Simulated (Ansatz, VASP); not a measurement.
## One calculation of Mg, two programs

INCAR

```
SYSTEM = Mg
PREC = Accurate ; ENCUT = 600
EDIFF = 1E-6 ; ISMEAR = -1
SIGMA = 0.08 ; LREAL = .False.
LASPH = .True. ; NELM = 80
ALGO = Normal ; ISIF = 3
LWAVE = .False. ; LCHARG = .False.
GGA = PE ; IBRION = 2
NSW = 60 ; EDIFFG = -0.005
```

KPOINTS

```
regular mesh
0
Gamma
  16 16 16
  0 0 0
```

POSCAR

```
Mg
1.0
    0.0000000000      2.2550831578      2.2550831578
    2.2550831578      0.0000000000      2.2550831578
    2.2550831578      2.2550831578      0.0000000000
Mg
1
Direct
    0.0000000000      0.0000000000      0.0000000000
```

Input for Ansatz:

```yaml
crystal:
  lattice:
    - [0.0, 2.2550831578, 2.2550831578]
    - [2.2550831578, 0.0, 2.2550831578]
    - [2.2550831578, 2.2550831578, 0.0]
  atoms:
    - { symbol: Mg, position: [0.0, 0.0, 0.0] }
kpoints:
  mp_grid: { grid: [16, 16, 16] }
scf:
  occupations: { method: fermi_dirac, width: 0.08 }
hamiltonian:
  xc: pbe
  pseudopotentials: { kind: paw }
output:
  forces: true
  stress: true
relax:
  f_tol: 0.005
  max_steps: 40
  cell: {}
```

Alike in both runs: task relaxation of cell and atoms; functional PBE; k mesh 16 × 16 × 16; occupations fermi-dirac, width 0.08 eV; no spin polarisation.

|  | VASP | Ansatz |
| --- | --- | --- |
| version | VASP 6.6.1 | Ansatz 0.2.0 |
| potentials or method | VASP PAW PBE potentials, release 64 (Mg) | PAW with Ansatz's default frozen-core files, scalar-relativistic |
| plane-wave cutoff (eV) | 600 | 420 |
| valence electrons in the cell | 2 | 10 |

|  | VASP | Ansatz | Ansatz less VASP |
| --- | --- | --- | --- |
| relaxed volume (Å³/atom) | 23.06 | 23.13 | +0.076 |
| relaxed cell length with the largest relative difference (Å) | 3.195 | 3.198 | +0.0035 |

VASP's potentials hold 2 valence electrons a cell and Ansatz's 10, so a difference there can come from the potentials and not from the codes.
